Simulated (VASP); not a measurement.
# Mg (P6_3/mmc) in VASP: further runs

Runs on Mg. Level: PBE. Tasks: single point.

Program: VASP 6.6.1. These are calculated values, not measurements. Logs are shortened: lines on timing, memory, paths and dates and some standing lists are left out, and cuts for length are marked.

## Step 1: The cell of the first run

Symmetry: P6_3/mmc, No. 194, hexagonal system. Conventional cell: a = 3.064 Å, b = 3.064 Å, c = 4.968 Å, α = 90.00°, β = 90.00°, γ = 120.00°. Within 4.0 Å of Mg (site symmetry -6m2) lie 12 Mg at 3.05 to 3.06 Å.

## Step 2: Single point, PBE (volume scaled by 0.880)

INCAR

```
SYSTEM = Mg
ALGO = Normal
EDIFF = 1E-6
ENCUT = 520
GGA = PE
ISIF = 2
ISMEAR = 0
LASPH = .True.
LCHARG = .False.
LREAL = .False.
LWAVE = .False.
NBANDS = 9
NELM = 100
PREC = Accurate
SIGMA = 0.05
```

KPOINTS

```
k-points
0
Gamma
  16 16 10
  0 0 0
```

POSCAR

```
Mg
1.0
    3.0640437812      0.0000000000      0.0000000000
   -1.5320218906      2.6535397528      0.0000000000
    0.0000000000      0.0000000000      4.9676009887
Mg
2
Direct
    0.3333333333      0.6666666667      0.2500000000
    0.6666666667      0.3333333333      0.7500000000
```

Potentials or basis: VASP PAW PBE potentials, release 64 (Mg).

Run with:

```console
> cat potpaw_PBE.64/Mg/POTCAR > POTCAR
> mpirun -np 1 vasp_std > vasp.out
```

OUTCAR:

```text
SYSTEM = Mg
   EDIFF = 1E-6
   ENCUT = 520
   GGA = PE
   ISIF = 2
   ISMEAR = 0
   LASPH = .True.
   LREAL = .False.
   NELM = 100
   PREC = Accurate

 ion  position               nearest neighbor table
   1  0.333  0.667  0.250-   2 3.05   2 3.05   2 3.05   2 3.05   2 3.05   2 3.05
   2  0.667  0.333  0.750-   1 3.05   1 3.05   1 3.05   1 3.05   1 3.05   1 3.05

  LATTYP: Found a hexagonal cell.
 ALAT       =     3.0640437812
 C/A-ratio  =     1.6212565301

  Lattice vectors:

 A1 = (   3.0640437812,   0.0000000000,   0.0000000000)
 A2 = (  -1.5320218906,   2.6535397528,   0.0000000000)
 A3 = (   0.0000000000,   0.0000000000,   4.9676009887)

Analysis of symmetry for initial positions (statically):
=====================================================================
 Subroutine PRICEL returns:
 Original cell was already a primitive cell.

 Routine SETGRP: Setting up the symmetry group for a
 hexagonal supercell.

 Subroutine GETGRP returns: Found 24 space group operations
 (whereof 12 operations were pure point group operations)
 out of a pool of 24 trial point group operations.

The static configuration has the point symmetry D_3d.
 The point group associated with its full space group is D_6h.

Analysis of symmetry for dynamics (positions and initial velocities):
=====================================================================
 Subroutine PRICEL returns:
 Original cell was already a primitive cell.

 Routine SETGRP: Setting up the symmetry group for a
 hexagonal supercell.

 Subroutine GETGRP returns: Found 24 space group operations
 (whereof 12 operations were pure point group operations)
 out of a pool of 24 trial point group operations.

The dynamic configuration has the point symmetry D_3d.
 The point group associated with its full space group is D_6h.

 Subroutine INISYM returns: Found 24 space group operations
 (whereof 12 operations are pure point group operations),
 and found     1 'primitive' translations

----------------------------------------------------------------------------------------

                                     Primitive cell

  volume of cell :      40.3894

  direct lattice vectors                    reciprocal lattice vectors
     3.064043781  0.000000000  0.000000000     0.326366094  0.188427552  0.000000000
    -1.532021891  2.653539753  0.000000000     0.000000000  0.376855104  0.000000000
     0.000000000  0.000000000  4.967600989     0.000000000  0.000000000  0.201304413

  length of vectors
     3.064043781  3.064043781  4.967600989     0.376855104  0.376855104  0.201304413

  position of ions in fractional coordinates (direct lattice)
     0.333333333  0.666666667  0.250000000
     0.666666667  0.333333333  0.750000000

  ion indices of the primitive-cell ions
   primitive index   ion index
                 1           1
                 2           2

----------------------------------------------------------------------------------------

 KPOINTS: k-points

Automatic generation of k-mesh.
 Grid dimensions read from file:
 generate k-points for:   16   16   10

 Generating k-lattice:

  Cartesian coordinates                     Fractional coordinates (reciprocal lattice)
     0.020397881  0.011776722  0.000000000     0.062500000  0.000000000  0.000000000
     0.000000000  0.023553444  0.000000000     0.000000000  0.062500000  0.000000000
     0.000000000  0.000000000  0.020130441     0.000000000  0.000000000  0.100000000

  Length of vectors
     0.023553444  0.023553444  0.020130441

  Shift w.r.t. Gamma in fractional coordinates (k-lattice)
     0.000000000  0.000000000  0.000000000

 Subroutine IBZKPT returns following result:
 ===========================================

 Found    180 irreducible k-points:

 Following reciprocal coordinates:
            Coordinates               Weight
  0.000000  0.000000  0.000000      1.000000
  0.062500  0.000000  0.000000      6.000000
  0.125000  0.000000  0.000000      6.000000
  0.187500 -0.000000  0.000000      6.000000
  0.250000  0.000000  0.000000      6.000000
  0.312500  0.000000  0.000000      6.000000
[... 16 lines left out ...]
  0.187500  0.187500  0.000000      6.000000
  0.250000  0.187500  0.000000     12.000000
 [... further k-points ...]
   k-points           NKPTS =    180   k-points in BZ     NKDIM =    180   number of bands    NBANDS=      9
   number of dos      NEDOS =    301   number of ions     NIONS =      2
   total plane-waves  NPLWV =  23040
   dimension x,y,z NGX =    24 NGY =   24 NGZ =   40
   dimension x,y,z NGXF=    48 NGYF=   48 NGZF=   80
   ions per type =               2
   NGX,Y,Z   is equivalent  to a cutoff of  13.02, 13.02, 13.39 a.u.
   NGXF,Y,Z  is equivalent  to a cutoff of  26.04, 26.04, 26.77 a.u.
 SYSTEM =  Mg
   PREC   = accura    normal or accurate (medium, high low for compatibility)
   ISTART =      0    job   : 0-new  1-cont  2-samecut
   ICHARG =      2    charge: 1-file 2-atom 10-const
   ISPIN  =      1    spin polarized calculation?
   LNONCOLLINEAR =      F non collinear calculations
   LSORBIT =      F    spin-orbit coupling
   LASPH  =      T    aspherical Exc in radial PAW
   ENCUT  =  520.0 eV  38.22 Ry    6.18 a.u.   5.70  5.70  9.24*2*pi/ulx,y,z
   NELM   =    100;   NELMIN=  2; NELMDL= -5     # of ELM steps
   EDIFF  = 0.1E-05   stopping-criterion for ELM
   LREAL  =      F    real-space projection
   EDIFFG = 0.1E-04   stopping-criterion for IOM
   NSW    =      0    number of steps for IOM
   IBRION =     -1    ionic relax: 0-MD 1-quasi-New 2-CG
   NFREE  =      0    steps in history (QN), initial steepest desc. (CG)
   ISIF   =      2    stress and relaxation
   ISYM   =      2    0-nonsym 1-usesym 2-fastsym
   POTIM  = 0.5000    time-step for ionic-motion
   TEBEG  =    0.0;   TEEND  =   0.0 temperature during run
   PSTRESS=    0.0 pullay stress
   NELECT =       4.0000    total number of electrons
   NUPDOWN=      -1.0000    fix difference up-down
   EMIN   =  10.00;   EMAX   =-10.00  energy-range for DOS
   EFERMI =   0.00;   METHOD = LEGACY
   ISMEAR =     0;   SIGMA  =   0.05  broadening in eV -4-tet -1-fermi 0-gaus
   EFERMI_NEDOS =   21; number of points for ismear=-14 and -15
   IALGO  =     38    algorithm
   IMIX   =      4    mixing-type and parameters
     AMIX     =   0.40;   BMIX     =  1.00
     AMIX_MAG =   1.60;   BMIX_MAG =  1.00
  volume/ion in A,a.u.               =      20.19       136.28
  Fermi-wavevector in a.u.,A,eV,Ry     =   0.757424  1.431324  7.805542  0.573691
  Thomas-Fermi vector in A             =   1.855767
   LORBIT       =      0    0 simple, 1 ext, 2 COOP (PROOUT), +10 PAW based schemes
   GGA     = PE    functional components
   LHFCALC =     F    Hartree Fock is set to
   AEXX    =    0.0000 exact exchange contribution
   IVDW    =     0    specifies the selected vdW correction
   LEPSILON=     F    determine dielectric tensor
   LRPA    =     F    only Hartree local field effects (RPA)
 non-spin polarized calculation
 Gauss-broadening in eV      SIGMA  =   0.05
  energy-cutoff  :      520.00
  volume of cell :       40.39
 maximum number of plane-waves:      1104
 NGX is ok and might be reduce to    24
   NGX = 11   NGY = 11   NGZ = 19

 number of electron       4.0000000 magnetization

 Free energy of the ion-electron system (eV)
  ---------------------------------------------------
  ext. energy  EPLUGINS =         0.00000000
  ---------------------------------------------------
  free energy    TOTEN  =        -2.91862370 eV

  energy without entropy =       -2.91763173  energy(sigma->0) =       -2.91812771

 E-fermi :   3.3548     XC(G=0):  -8.8966

 val. band max:        3.3444588537   @ k =   0.2500   0.0000   0.0000
 cond. band min:       3.3638173861   @ k =   0.3125   0.2500   0.2000
 fundamental gap:      0.0193585323
 Fermi energy:         3.3547504037

 k-point     1 :       0.0000    0.0000    0.0000
  band No.  band energies     occupation
      1      -4.1634      2.00000
      2       1.4488      2.00000
      3       2.1185      2.00000
      4      15.0241      0.00000
      5      15.0241      0.00000
      6      15.4079      0.00000
      7      15.4079      0.00000
      8      15.9425      0.00000
      9      17.9725      0.00000

 k-point     2 :       0.0625    0.0000    0.0000
  band No.  band energies     occupation
      1      -4.0797      2.00000
      2       1.5241      2.00000
      3       2.1988      2.00000
      4      13.3633      0.00000
      5      14.1956      0.00000
      6      14.9969      0.00000
      7      16.3325      0.00000
      8      16.7574      0.00000
      9      18.2737      0.00000

 k-point     3 :       0.1250    0.0000    0.0000
  band No.  band energies     occupation
      1      -3.8289      2.00000
      2       1.7501      2.00000
      3       2.4378      2.00000
      4      11.3133      0.00000
      5      13.3265      0.00000
      6      13.9978      0.00000
      7      16.2968      0.00000
      8      16.9038      0.00000
      9      17.3729      0.00000

 k-point     4 :       0.1875   -0.0000    0.0000
  band No.  band energies     occupation
      1      -3.4125      2.00000
      2       2.1272      2.00000
      3       2.8272      2.00000
      4       9.3339      0.00000
      5      12.5853      0.00000
      6      12.9308      0.00000
      7      14.3050      0.00000
      8      15.9748      0.00000
      9      17.2455      0.00000

 k-point     5 :       0.2500    0.0000    0.0000
  band No.  band energies     occupation
      1      -2.8332      2.00000
      2       2.6558      2.00000
      3       3.3445      1.22902
      4       7.4924      0.00000
      5      11.8369      0.00000
      6      11.9782      0.00000
      7      12.4164      0.00000
      8      14.8238      0.00000
      9      16.5388      0.00000

 k-point     6 :       0.3125    0.0000    0.0000
  band No.  band energies     occupation
      1      -2.0942      2.00000
      2       3.3368      1.38876
      3       3.8803      0.00000
      4       5.9053      0.00000
      5      10.6636      0.00000
      6      10.6968      0.00000
      7      11.5065      0.00000
      8      13.8673      0.00000
      9      15.9834      0.00000
[... 169 lines left out ...]
 k-point    21 :       0.3750    0.1250    0.0000
  band No.  band energies     occupation
      1       0.0808      2.00000
      2       2.5534      2.00000
      3       5.3850      0.00000
      4       6.1327      0.00000
      5       7.5348      0.00000
      6       7.8363      0.00000
      7       9.8641      0.00000
      8      12.7430      0.00000
      9      14.2141      0.00000

 k-point    22 :       0.4375    0.1250    0.0000
  band No.  band energies     occupation
      1       1.1953      2.00000
      2       1.3258      2.00000
      3       6.4232      0.00000
      4       6.6428      0.00000
      5       6.6440      0.00000
      6       7.2194      0.00000
      7       9.4447      0.00000
      8      12.6640      0.00000
      9      14.1475      0.00000

 k-point    23 :       0.1875    0.1875    0.0000
  band No.  band energies     occupation
      1      -1.9309      2.00000
      2       3.4883      0.00016
      3       4.0749      0.00000
      4       6.7416      0.00000
      5       7.5555      0.00000
      6      11.7651      0.00000
      7      12.3594      0.00000
      8      12.8214      0.00000
      9      13.9503      0.00000

 k-point    24 :       0.2500    0.1875    0.0000
  band No.  band energies     occupation
      1      -1.1194      2.00000
      2       4.2466      0.00000
      3       4.3945      0.00000
      4       5.5815      0.00000
      5       7.0035      0.00000
      6      10.3213      0.00000
      7      11.6528      0.00000
      8      11.6583      0.00000
      9      13.2839      0.00000

 [... further k-points ...]

------------------------ aborting loop because EDIFF is reached ----------------------------------------

  FORCE on cell =-STRESS in cart. coord.  units (eV):
  Direction    XX          YY          ZZ          XY          YZ          ZX
  --------------------------------------------------------------------------------------
  -------------------------------------------------------------------------------------
  Total        1.4899387      1.4899387      1.4546632      0.0000000      0.0000000      0.0000000
  in kB       59.1032995     59.1032995     57.7039776      0.0000000      0.0000000      0.0000000
  external PRESSURE =      58.6368588 kB  Pullay stress =       0.0000000 kB

 VOLUME and BASIS-vectors are now :
 -----------------------------------------------------------------------------
  energy-cutoff  :      520.00
  volume of cell :       40.39
      direct lattice vectors                 reciprocal lattice vectors
     3.064043781  0.000000000  0.000000000     0.326366094  0.188427552  0.000000000
    -1.532021891  2.653539753  0.000000000     0.000000000  0.376855104  0.000000000
     0.000000000  0.000000000  4.967600989     0.000000000  0.000000000  0.201304413

 POSITION                                       TOTAL-FORCE (eV/Angst)
 -----------------------------------------------------------------------------------
     -0.00000      1.76903      1.24190         0.000000     -0.000000      0.000000
      1.53202      0.88451      3.72570        -0.000000      0.000000      0.000000
 -----------------------------------------------------------------------------------
    total drift:                                0.000000     -0.000000      0.000000

  FREE ENERGIE OF THE ION-ELECTRON SYSTEM (eV)
  ---------------------------------------------------
  free  energy   TOTEN  =        -2.9186237016 eV

  energy  without entropy=       -2.9176317279  energy(sigma->0) =       -2.91812771
```

Run time: 21 s. Hardware: 1 thread of Intel Xeon Platinum 8375C at 2.90GHz (Ice Lake), shared host; peak memory 0.2 GiB.

What came out:

```yaml
Free_energy: -2.9186 eV
Pressure: 5.9 GPa
Band_gap_on_the_k_mesh: zero (band 2 reaches 4.37 eV, above the bottom of band 3 at 2.12 eV)
```

Stress tensor (GPa, compression positive):
```
5.91 0.00 0.00
0.00 5.91 0.00
0.00 0.00 5.77
```

## Step 3: Single point, PBE (volume scaled by 0.720)

INCAR

```
PREC     = Accurate       # precision mode
ENCUT    = 520            # plane-wave cutoff, eV
EDIFF    = 1E-7           # SCF threshold, eV
ISMEAR   = 0              # smearing method
SIGMA    = 0.05           # smearing width, eV
LREAL    = F              # projectors in reciprocal space
LASPH    = T              # aspherical terms in the spheres
NELM     = 80             # most SCF steps
ALGO     = Normal         # electronic algorithm
ISIF     = 2              # what is computed and relaxed
LWAVE    = F              # write WAVECAR
LCHARG   = F              # write CHGCAR
GGA      = PE             # functional
NBANDS   = 9              # bands
```

KPOINTS

```
regular mesh
0
Gamma
  18 18 10
```

POSCAR

```
Mg
1.0
    2.8695038085      0.0000000000      0.0000000000
   -1.4347519042      2.4850631944      0.0000000000
    0.0000000000      0.0000000000      4.6341794941
Mg
2
Direct
    0.3333333333      0.6666666667      0.2500000000
    0.6666666667      0.3333333333      0.7500000000
```

Potentials or basis: VASP PAW PBE potentials, release 64 (Mg).

Run with:

```console
> cat potpaw_PBE.64/Mg/POTCAR > POTCAR
> mpirun -np 1 vasp_std > vasp.out
```

It took 27 s on 1 thread of Intel Xeon Platinum 8375C at 2.90GHz (Ice Lake), shared host; peak memory 0.19 GiB.

Results (log left out):

```yaml
Free_energy: -2.3292 eV
Pressure: 22.6 GPa
Band_gap_on_the_k_mesh: zero (band 2 reaches 5.58 eV, above the bottom of band 3 at 3.43 eV)
```

Stress tensor (GPa, compression positive):
```
22.65  0.00  0.00
 0.00 22.65  0.00
 0.00  0.00 22.57
```

Levels at points of the mesh, in eV from the Fermi level:
| k point | band 1 | band 2 | band 3 | band 4 | band 5 |
| --- | --- | --- | --- | --- | --- |
| (0.00, 0.00, 0.00) | -8.47 | -2.20 | -1.18 | 12.90 | 12.90 |
| (0.50, 0.00, 0.00) | -2.77 | -2.45 | 3.12 | 3.24 | 4.40 |
| (0.00, 0.00, 0.50) | -6.73 | -6.73 | 6.18 | 6.18 | 13.69 |
| (0.50, 0.00, 0.50) | -1.47 | -1.47 | -0.37 | -0.37 | 9.17 |

[end of part 1 of 2]
